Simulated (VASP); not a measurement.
# ZnSiP2 (I-42d) in VASP: notebook

ZnSiP2 is run at these levels: PBEsol; tasks: single point, relaxation of cell and atoms.

All numbers are computed with VASP 6.6.1; they aren't measurements. Logs are shortened: lines on timing, memory, paths and dates and some standing lists are left out, and cuts for length are marked.

### Step 1. The cell of the first run

The structure is tetragonal, space group I-42d (No. 122). The conventional cell has a = 5.353 Å, b = 5.353 Å, c = 10.446 Å, α = 90.00°, β = 90.00°, γ = 90.00°. Within 3.1 Å of Zn (site symmetry -4) lie 4 P at 2.35 Å. P (site symmetry 2) has 2 Si at 2.25 Å and 2 Zn at 2.35 Å within 3.0 Å. Si (site symmetry -4) has 4 P at 2.25 Å within 3.0 Å.

### Step 2. Single point, PBEsol

File INCAR:

```
PREC = Accurate ; ENCUT = 500
EDIFF = 1E-6 ; ISMEAR = -1
SIGMA = 0.03 ; LREAL = F
LASPH = T ; NELM = 120
ALGO = Normal ; ISIF = 2
LWAVE = F ; LCHARG = T
GGA = PS ; LELF = T
LVHAR = T ; NBANDS = 36
GGA_COMPAT = F
```

File KPOINTS:

```
regular mesh
0
Gamma
  6 6 6
```

File POSCAR:

```
ZnSiP2
1.0
   -2.6765052303      2.6765052303      5.2229159491
    2.6765052303     -2.6765052303      5.2229159491
    2.6765052303      2.6765052303     -5.2229159491
Zn P Si
2 4 2
Direct
    0.0000000000      0.0000000000      0.0000000000
    0.7500000000      0.2500000000      0.5000000000
    0.3750000000      0.3895331262      0.5145331262
    0.1395331262      0.6250000000      0.0145331262
    0.8750000000      0.8604668738      0.4854668738
    0.6104668738      0.1250000000     -0.0145331262
    0.5000000000      0.5000000000      0.0000000000
    0.2500000000      0.7500000000      0.5000000000
```

Potentials or basis: VASP PAW PBE potentials, release 64 (Zn, P, Si).

Started as:

```
cat potpaw_PBE.64/Zn/POTCAR potpaw_PBE.64/P/POTCAR potpaw_PBE.64/Si/POTCAR > POTCAR
mpirun -np 1 vasp_std > vasp.out
```

OUTCAR:

```text
PREC = Accurate
   ENCUT = 500
   EDIFF = 1E-6
   ISMEAR = -1
   LREAL = F
   LASPH = T
   NELM = 120
   ISIF = 2
   GGA = PS

 ion  position               nearest neighbor table
   1  0.000  0.000  0.000-   4 2.35   3 2.35   6 2.35   5 2.35
   2  0.750  0.250  0.500-   3 2.35   4 2.35   5 2.35   6 2.35
   3  0.375  0.390  0.515-   7 2.25   8 2.25   2 2.35   1 2.35
   4  0.140  0.625  0.015-   8 2.25   7 2.25   1 2.35   2 2.35
   5  0.875  0.860  0.485-   7 2.25   8 2.25   1 2.35   2 2.35
   6  0.610  0.125  0.985-   7 2.25   8 2.25   2 2.35   1 2.35
   7  0.500  0.500  0.000-   3 2.25   5 2.25   6 2.25   4 2.25
   8  0.250  0.750  0.500-   4 2.25   5 2.25   6 2.25   3 2.25

  LATTYP: Found a body centered tetragonal cell.
 ALAT       =     5.3530104606
 C/A-ratio  =     1.9513938886

  Lattice vectors:

 A1 = (  -2.6765052303,   2.6765052303,   5.2229159491)
 A2 = (   2.6765052303,  -2.6765052303,   5.2229159491)
 A3 = (   2.6765052303,   2.6765052303,  -5.2229159491)

Analysis of symmetry for initial positions (statically):
=====================================================================
 Subroutine PRICEL returns:
 Original cell was already a primitive cell.

 Routine SETGRP: Setting up the symmetry group for a
 body centered tetragonal supercell.

 Subroutine GETGRP returns: Found  8 space group operations
 (whereof  4 operations were pure point group operations)
 out of a pool of 16 trial point group operations.

The static configuration has the point symmetry S_4 .
 The point group associated with its full space group is D_2d.

Analysis of symmetry for dynamics (positions and initial velocities):
=====================================================================
 Subroutine PRICEL returns:
 Original cell was already a primitive cell.

 Routine SETGRP: Setting up the symmetry group for a
 body centered tetragonal supercell.

 Subroutine GETGRP returns: Found  8 space group operations
 (whereof  4 operations were pure point group operations)
 out of a pool of 16 trial point group operations.

The dynamic configuration has the point symmetry S_4 .
 The point group associated with its full space group is D_2d.

 Subroutine INISYM returns: Found  8 space group operations
 (whereof  4 operations are pure point group operations),
 and found     1 'primitive' translations

----------------------------------------------------------------------------------------

                                     Primitive cell

  volume of cell :     149.6612

  direct lattice vectors                    reciprocal lattice vectors
    -2.676505230  2.676505230  5.222915949     0.000000000  0.186810769  0.095731964
     2.676505230 -2.676505230  5.222915949     0.186810769  0.000000000  0.095731964
     2.676505230  2.676505230 -5.222915949     0.186810769  0.186810769  0.000000000

  length of vectors
     6.450287707  6.450287707  6.450287707     0.209911582  0.209911582  0.264190323

  position of ions in fractional coordinates (direct lattice)
     0.000000000  0.000000000  0.000000000
     0.750000000  0.250000000  0.500000000
     0.375000000  0.389533126  0.514533126
     0.139533126  0.625000000  0.014533126
     0.875000000  0.860466874  0.485466874
     0.610466874  0.125000000  0.985466874
     0.500000000  0.500000000  0.000000000
     0.250000000  0.750000000  0.500000000

  ion indices of the primitive-cell ions
   primitive index   ion index
                 1           1
                 2           2
                 3           3
                 4           4
                 5           5
                 6           6
                 7           7
                 8           8

----------------------------------------------------------------------------------------

 KPOINTS: regular mesh

Automatic generation of k-mesh.
 Grid dimensions read from file:
 generate k-points for:    6    6    6

 Generating k-lattice:

  Cartesian coordinates                     Fractional coordinates (reciprocal lattice)
     0.000000000  0.031135128  0.015955327     0.166666667  0.000000000  0.000000000
     0.031135128  0.000000000  0.015955327     0.000000000  0.166666667  0.000000000
     0.031135128  0.031135128  0.000000000     0.000000000  0.000000000  0.166666667

  Length of vectors
     0.034985264  0.034985264  0.044031720

  Shift w.r.t. Gamma in fractional coordinates (k-lattice)
     0.000000000  0.000000000  0.000000000

 Subroutine IBZKPT returns following result:
 ===========================================

 Found     30 irreducible k-points:

 Following reciprocal coordinates:
            Coordinates               Weight
  0.000000  0.000000  0.000000      1.000000
  0.166667  0.000000 -0.000000      8.000000
  0.333333  0.000000 -0.000000      8.000000
  0.500000  0.000000  0.000000      4.000000
  0.166667  0.166667 -0.000000      8.000000
  0.333333  0.166667  0.000000     16.000000
[... 16 lines left out ...]
 -0.333333 -0.333333  0.166667      8.000000
 -0.166667 -0.333333  0.166667      8.000000
 [... further k-points ...]
   k-points           NKPTS =     30   k-points in BZ     NKDIM =     30   number of bands    NBANDS=     36
   number of dos      NEDOS =    301   number of ions     NIONS =      8
   total plane-waves  NPLWV = 110592
   dimension x,y,z NGX =    48 NGY =   48 NGZ =   48
   dimension x,y,z NGXF=    96 NGYF=   96 NGZF=   96
   ions per type =               2   4   2
   NGX,Y,Z   is equivalent  to a cutoff of  12.37, 12.37, 12.37 a.u.
   NGXF,Y,Z  is equivalent  to a cutoff of  24.74, 24.74, 24.74 a.u.
 SYSTEM =  unknown system
   PREC   = accura    normal or accurate (medium, high low for compatibility)
   ISTART =      0    job   : 0-new  1-cont  2-samecut
   ICHARG =      2    charge: 1-file 2-atom 10-const
   ISPIN  =      1    spin polarized calculation?
   LNONCOLLINEAR =      F non collinear calculations
   LSORBIT =      F    spin-orbit coupling
   LASPH  =      T    aspherical Exc in radial PAW
   ENCUT  =  500.0 eV  36.75 Ry    6.06 a.u.  11.76 11.76 11.76*2*pi/ulx,y,z
   NELM   =    120;   NELMIN=  2; NELMDL= -5     # of ELM steps
   EDIFF  = 0.1E-05   stopping-criterion for ELM
   LREAL  =      F    real-space projection
   EDIFFG = 0.1E-04   stopping-criterion for IOM
   NSW    =      0    number of steps for IOM
   IBRION =     -1    ionic relax: 0-MD 1-quasi-New 2-CG
   NFREE  =      0    steps in history (QN), initial steepest desc. (CG)
   ISIF   =      2    stress and relaxation
   ISYM   =      2    0-nonsym 1-usesym 2-fastsym
   POTIM  = 0.5000    time-step for ionic-motion
   TEBEG  =    0.0;   TEEND  =   0.0 temperature during run
   PSTRESS=    0.0 pullay stress
   NELECT =      52.0000    total number of electrons
   NUPDOWN=      -1.0000    fix difference up-down
   EMIN   =  10.00;   EMAX   =-10.00  energy-range for DOS
   EFERMI =   0.00;   METHOD = LEGACY
   ISMEAR =    -1;   SIGMA  =   0.03  broadening in eV -4-tet -1-fermi 0-gaus
   EFERMI_NEDOS =   21; number of points for ismear=-14 and -15
   IALGO  =     38    algorithm
   IMIX   =      4    mixing-type and parameters
     AMIX     =   0.40;   BMIX     =  1.00
     AMIX_MAG =   1.60;   BMIX_MAG =  1.00
  volume/ion in A,a.u.               =      18.71       126.25
  Fermi-wavevector in a.u.,A,eV,Ry     =   1.150905  2.174895 18.022042  1.324583
  Thomas-Fermi vector in A             =   2.287566
   LORBIT       =      0    0 simple, 1 ext, 2 COOP (PROOUT), +10 PAW based schemes
   GGA     = PS    functional components
   LHFCALC =     F    Hartree Fock is set to
   AEXX    =    0.0000 exact exchange contribution
   IVDW    =     0    specifies the selected vdW correction
   LEPSILON=     F    determine dielectric tensor
   LRPA    =     F    only Hartree local field effects (RPA)
 non-spin polarized calculation
  energy-cutoff  :      500.00
  volume of cell :      149.66
 maximum number of plane-waves:      3814
   NGX = 23   NGY = 23   NGZ = 23

 number of electron      52.0000023 magnetization

 Free energy of the ion-electron system (eV)
  ---------------------------------------------------
  ext. energy  EPLUGINS =         0.00000000
  ---------------------------------------------------
  free energy    TOTEN  =       -40.23642462 eV

  energy without entropy =      -40.23642462  energy(sigma->0) =      -40.23642462

 E-fermi :   5.2678     XC(G=0): -10.0209

 val. band max:        4.6849369451   @ k =   0.0000   0.0000   0.0000
 cond. band min:       5.8474858886   @ k =   0.0000   0.0000   0.0000
 fundamental gap:      1.1625489435
 Fermi energy:         5.2677763382

 k-point     1 :       0.0000    0.0000    0.0000
  band No.  band energies     occupation
      1      -8.4464      2.00000
      2      -5.4703      2.00000
      3      -5.4641      2.00000
      4      -5.4641      2.00000
      5      -3.9297      2.00000
      6      -2.2288      2.00000
[... 28 lines left out ...]
     35       9.9132      0.00000
     36      10.2816      0.00000

 k-point     2 :       0.1667    0.0000   -0.0000
  band No.  band energies     occupation
      1      -8.3174      2.00000
      2      -5.7717      2.00000
      3      -5.5681      2.00000
      4      -5.5188      2.00000
      5      -3.6580      2.00000
      6      -2.3096      2.00000
[... 28 lines left out ...]
     35       9.7230      0.00000
     36      10.5200      0.00000

 k-point     3 :       0.3333    0.0000   -0.0000
  band No.  band energies     occupation
      1      -7.9607      2.00000
      2      -6.3950      2.00000
      3      -5.7395      2.00000
      4      -5.6289      2.00000
      5      -3.2501      2.00000
      6      -2.4951      2.00000
[... 28 lines left out ...]
     35       9.9183      0.00000
     36      10.5003      0.00000
[... 742 lines left out ...]
 k-point    23 :      -0.3333   -0.3333    0.1667
  band No.  band energies     occupation
      1      -7.8184      2.00000
      2      -6.6823      2.00000
      3      -5.7376      2.00000
      4      -5.7093      2.00000
      5      -2.9671      2.00000
      6      -2.5550      2.00000
[... 28 lines left out ...]
     35       9.7281      0.00000
     36      10.6029      0.00000

 k-point    24 :      -0.1667   -0.3333    0.1667
  band No.  band energies     occupation
      1      -8.0949      2.00000
      2      -6.3434      2.00000
      3      -5.6899      2.00000
      4      -5.5140      2.00000
      5      -3.2134      2.00000
      6      -2.4543      2.00000
[... 28 lines left out ...]
     35       9.3642      0.00000
     36      10.0441      0.00000

 [... further k-points ...]

------------------------ aborting loop because EDIFF is reached ----------------------------------------

  FORCE on cell =-STRESS in cart. coord.  units (eV):
  Direction    XX          YY          ZZ          XY          YZ          ZX
  --------------------------------------------------------------------------------------
  -------------------------------------------------------------------------------------
  Total        0.1304717      0.1304717      0.1230046      0.0000000     -0.0000000      0.0000000
  in kB        1.3967467      1.3967467      1.3168089      0.0000000     -0.0000000      0.0000000
  external PRESSURE =       1.3701008 kB  Pullay stress =       0.0000000 kB

 VOLUME and BASIS-vectors are now :
 -----------------------------------------------------------------------------
  energy-cutoff  :      500.00
  volume of cell :      149.66
      direct lattice vectors                 reciprocal lattice vectors
    -2.676505230  2.676505230  5.222915949     0.000000000  0.186810769  0.095731964
     2.676505230 -2.676505230  5.222915949     0.186810769  0.000000000  0.095731964
     2.676505230  2.676505230 -5.222915949     0.186810769  0.186810769  0.000000000

 POSITION                                       TOTAL-FORCE (eV/Angst)
 -----------------------------------------------------------------------------------
      0.00000      0.00000      0.00000        -0.000000     -0.000000      0.000000
      0.00000      2.67651      2.61146        -0.000000     -0.000000      0.000000
      1.41605      1.33825      1.30573         0.017110      0.000000     -0.000000
      1.33825     -1.26046      3.91719         0.000000      0.017110     -0.000000
      1.26046      1.33825      6.52864        -0.017110     -0.000000      0.000000
      1.33825      3.93696     -1.30573        -0.000000     -0.017110      0.000000
      0.00000      0.00000      5.22292        -0.000000      0.000000     -0.000000
      2.67651      0.00000      2.61146        -0.000000     -0.000000      0.000000
 -----------------------------------------------------------------------------------
    total drift:                               -0.000004     -0.000004     -0.000005

  FREE ENERGIE OF THE ION-ELECTRON SYSTEM (eV)
  ---------------------------------------------------
  free  energy   TOTEN  =       -40.2364246158 eV

  energy  without entropy=      -40.2364246157  energy(sigma->0) =      -40.23642462
```

It took 6.2 min on 1 thread of Oxide Virtual Turin-like, shared host; peak memory 0.36 GiB.

What came out:

```
Free energy            : -40.2364 eV
Pressure               : 0.1 GPa
Largest force          : 0.017 eV/Å
Band gap on the k mesh : 1.16 eV
```

Forces on the atoms (eV/Å):
```
Zn   0.000  0.000  0.000
Zn   0.000  0.000  0.000
P    0.017  0.000  0.000
P    0.000  0.017  0.000
P   -0.017  0.000  0.000
P    0.000 -0.017  0.000
Si   0.000  0.000  0.000
Si   0.000  0.000  0.000
```

Caveat: the PAW data sets were made with another functional, which shifts forces and pressure a little. A k mesh can miss the band edges.

### Step 3. Relaxation of cell and atoms, PBEsol

This run uses another cell than the first one, of 16.34 Å³/atom.

File INCAR:

```
PREC = Accurate ; ENCUT = 500
EDIFF = 1E-7 ; ISMEAR = -1
SIGMA = 0.03 ; LREAL = False
LASPH = True ; NELM = 120
ALGO = Normal ; ISIF = 3
LWAVE = False ; LCHARG = False
GGA = PS ; IBRION = 2
NSW = 100 ; EDIFFG = -0.01
GGA_COMPAT = False ; NELMIN = 4
```

File KPOINTS:

```
Automatic mesh
0
Gamma
  6 6 6
```

File POSCAR:

```
ZnSiP2
1.0
   -2.5376276382      2.5376276382      5.0752552763
    2.5376276382     -2.5376276382      5.0752552763
    2.5376276382      2.5376276382     -5.0752552763
Zn P Si
2 4 2
Direct
    0.0000000000      0.0000000000      0.0000000000
    0.7500000000      0.2500000000      0.5000000000
    0.3750000000      0.3750000000      0.5000000000
    0.1250000000      0.6250000000      0.0000000000
    0.8750000000      0.8750000000      0.5000000000
    0.6250000000      0.1250000000      0.0000000000
    0.5000000000      0.5000000000      0.0000000000
    0.2500000000      0.7500000000      0.5000000000
```

Potentials or basis: VASP PAW PBE potentials, release 64 (Zn, P, Si).

Started as:

```
cat potpaw_PBE.64/Zn/POTCAR potpaw_PBE.64/P/POTCAR potpaw_PBE.64/Si/POTCAR > POTCAR
mpirun -np 1 vasp_std > vasp.out
```

Run time: 42 min. Hardware: 1 thread of Oxide Virtual Turin-like, shared host; peak memory 0.36 GiB.

It converged, with:

```
Free energy                           : -40.2317 eV
Relaxed volume                        : 18.73 Å³/atom
Relaxed cell                          : a = 6.453 Å, b = 6.453 Å, c = 6.453 Å, α = 130.97°, β = 130.97°, γ = 71.86°
Space group after relaxing (to 0.1 Å) : I-42d (No. 122)
Energy gained by relaxing             : 127.2 meV/atom
Ionic steps                           : 10
Pressure after relaxing               : 0.0 GPa
Largest force after relaxing          : 0.005 eV/Å
Band gap on the k mesh                : 1.17 eV
```

Forces on the atoms (eV/Å):
```
Zn   0.000  0.000  0.000
Zn   0.000  0.000  0.000
P   -0.005  0.000  0.000
P    0.000 -0.005  0.000
P    0.005  0.000  0.000
P    0.000  0.005  0.000
Si   0.000  0.000  0.000
Si   0.000  0.000  0.000
```

The path:
```tsv
step	energy change (eV)	largest force (eV/Å)	pressure (GPa)	volume (Å³)
1	0.0000	0.9516	16.73	130.73
2	-0.5577	0.4510	-7.74	165.73
3	-0.9502	0.5895	-0.58	150.34
4	-0.9501	0.5942	-0.35	149.93
5	-1.0006	0.2667	0.04	149.52
6	-1.0143	0.0130	0.43	149.17
7	-1.0166	0.0119	-0.28	150.29
8	-1.0167	0.0122	-0.19	150.16
9	-1.0176	0.0074	-0.05	149.94
10	-1.0177	0.0053	0.01	149.85
```

Final structure:
```
Zn P Si
1.0
    -2.67761    2.67761    5.22502
     2.67761   -2.67761    5.22502
     2.67761    2.67761   -5.22502
Zn P Si
2 4 2
Cartesian
  0.0000 0.0000 0.0000
  0.0000 2.6776 2.6125
  1.4186 1.3388 1.3063
  1.3388 -1.2590 3.9188
  1.2590 1.3388 6.5313
  1.3388 3.9367 -1.3063
  0.0000 0.0000 5.2250
  2.6776 0.0000 2.6125
```

Levels at points of the mesh, in eV from the valence-band top:
```
           k point  band 22  band 23  band 24  band 25  band 26  band 27  band 28  band 29  band 30  band 31
(0.00, 0.00, 0.00)    -2.43    -2.43    -0.12    -0.12     0.00     1.17     1.79     2.62     3.26     3.26
(0.50, 0.00, 0.00)    -2.77    -2.24    -1.81    -1.52    -0.84     2.69     2.80     2.95     4.12     4.23
(0.50, 0.50, 0.00)    -1.86    -1.07    -1.07    -0.58    -0.58     1.93     1.93     3.09     3.09     3.85
(0.50, 0.50, 0.50)    -2.24    -1.92    -1.92    -1.18    -1.18     1.37     1.37     1.59     1.59     2.45
```

Caveat: the PAW data sets were made with another functional, which shifts forces and pressure a little. A k mesh can miss the band edges.
